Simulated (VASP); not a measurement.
Runs of VASP 6.6.1 on TaN. Symmetry: P6_3mc, No. 186, hexagonal system. Conventional cell: a = 3.050 Å, b = 3.050 Å, c = 4.940 Å, α = 90.00°, β = 90.00°, γ = 120.00°. Within 2.5 Å of Ta (site symmetry 3m) lie 4 N at 1.85 to 1.90 Å. N (site symmetry 3m) has 4 Ta at 1.85 to 1.90 Å within 2.5 Å. 

```tsv
spin	gap on the mesh (eV)	pressure (GPa)	moment (μB)	largest force (eV/Å)
non-collinear, twin_end start	none	154.9	0.00	2.41
collinear, ferrimagnetic start	none	154.9	0.00	2.41
collinear, ferromagnetic start	none	154.9	0.04	(a)
collinear, zero start	none	154.9	0.00	2.41
```

Alike in all rows: task single point; level PBEsol+U; potentials or basis VASP PAW PBE potentials, release 64 (Ta_pv, N); Ta d U = 6.0 eV; cell as given; k mesh 7 × 7 × 4; cutoff (eV) 520; smearing gaussian 0.05 eV.

Question: Estimate the missing entries.

Answer: (a) 2.42.

Caveats: the PAW data sets were made with another functional, which shifts forces and pressure a little; spin-orbit coupling is left out, which moves the levels of the heavy elements.

A k mesh can miss the band edges, and the runs leave out spin-orbit coupling on Ta.

A gap of «none» marks levels without a gap at the run's occupations.
